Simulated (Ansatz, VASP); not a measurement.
**TiMnB4 in VASP and in Ansatz**

The input INCAR:

```
SYSTEM = TiMnB4
ALGO     = Normal         ! electronic algorithm
EDIFF    = 1E-6           ! SCF threshold, eV
ENCUT    = 520            ! plane-wave cutoff, eV
GGA      = PE             ! functional
ISIF     = 2              ! what is computed and relaxed
ISMEAR   = 0              ! smearing method
ISPIN    = 2              ! spin polarisation
LASPH    = .True.         ! aspherical terms in the spheres
LCHARG   = .False.        ! write CHGCAR
LMAXMIX  = 4              ! l up to which the mixer works
LORBIT   = 11             ! projections on sites
LREAL    = .False.        ! projectors in reciprocal space
LWAVE    = .False.        ! write WAVECAR
MAGMOM   = 0 2.51 0 0 0 0 ! initial moments
NBANDS   = 32             ! bands
NELM     = 150            ! most SCF steps
PREC     = Accurate       ! precision mode
SIGMA    = 0.1            ! smearing width, eV
```

File KPOINTS:

```
k-points
0
Gamma
  6 6 4
  0 0 0
```

File POSCAR:

```
TiMnB4
1.0
    3.0246488000      0.0000000000      0.0000000000
   -1.5123244000      2.6194227000      0.0000000000
    0.0000000000      0.0000000000      6.1339488000
Ti Mn B
1 1 4
Direct
    0.0000000000      0.0000000000      0.0000000000
    0.0000000000      0.0000000000      0.5000000000
    0.3333333000      0.6666667000      0.7415450000
    0.6666667000      0.3333333000      0.7415450000
    0.3333333000      0.6666667000      0.2584550000
    0.6666667000      0.3333333000      0.2584550000
```

Input for Ansatz:

```yaml
crystal:
  lattice:
    - [3.0246488, 0.0, 0.0]
    - [-1.5123244, 2.6194227, 0.0]
    - [0.0, 0.0, 6.1339488]
  atoms:
    - { symbol: Ti, position: [0.0, 0.0, 0.0] }
    - { symbol: Mn, position: [0.0, 0.0, 0.5], spin: 2.51 }
    - { symbol: B, position: [0.3333333, 0.6666667, 0.741545] }
    - { symbol: B, position: [0.6666667, 0.3333333, 0.741545] }
    - { symbol: B, position: [0.3333333, 0.6666667, 0.258455] }
    - { symbol: B, position: [0.6666667, 0.3333333, 0.258455] }
basis:
  ecutwfc: 420
kpoints:
  mp_grid: { grid: [6, 6, 4] }
hamiltonian:
  xc: pbe
scf:
  occupations: { method: gaussian, width: 0.1 }
  lower_state_search: "off"
output:
  forces: true
  stress: true
  eigenvalues: true
  populations: true
magnetization:
  spin_polarized: true
```

Alike in both runs: task single point; functional PBE; k mesh 6 × 6 × 4; occupations gaussian, width 0.1 eV; collinear spin.

|  | VASP | Ansatz |
| --- | --- | --- |
| version | VASP 6.6.1 | Ansatz 0.2.0 |
| potentials or method | VASP PAW PBE potentials, release 64 (Ti_sv, Mn_pv, B), cutoff 520 eV | scalar-relativistic, plane waves, PAW |
| valence electrons in the cell | 37 | 39 |

Ansatz gave:

- gap on the k mesh at the Fermi level (eV): none
- pressure (GPa): 0.2
- traceless stress, the component that is largest in VASP (GPa): 0.40
- rms of the force components (eV/Å): 0.009
- net moment per atom (μB): 0.40
- size of the moment on the site where the two differ most (μB): 2.32

Which values does VASP return?

gap on the k mesh at the Fermi level (eV): none; pressure (GPa): 0.4; traceless stress, the component that is largest in VASP (GPa): 0.40; rms of the force components (eV/Å): 0.008; net moment per atom (μB): 0.40; size of the moment on the site where the two differ most (μB): 2.43.

Site moments also hang on the region over which each program counts them. Atom by atom the forces differ by 0.000 eV/Å (rms over components). A gap of «none» marks a metal or a gap that the smearing closes. With one functional, cell and mesh, what is left measures potentials, basis and numerics. VASP's potentials hold 37 valence electrons a cell and Ansatz's 39, so a difference there can come from the potentials and not from the codes.

The k mesh is coarse, so the values compare programs but aren't converged.
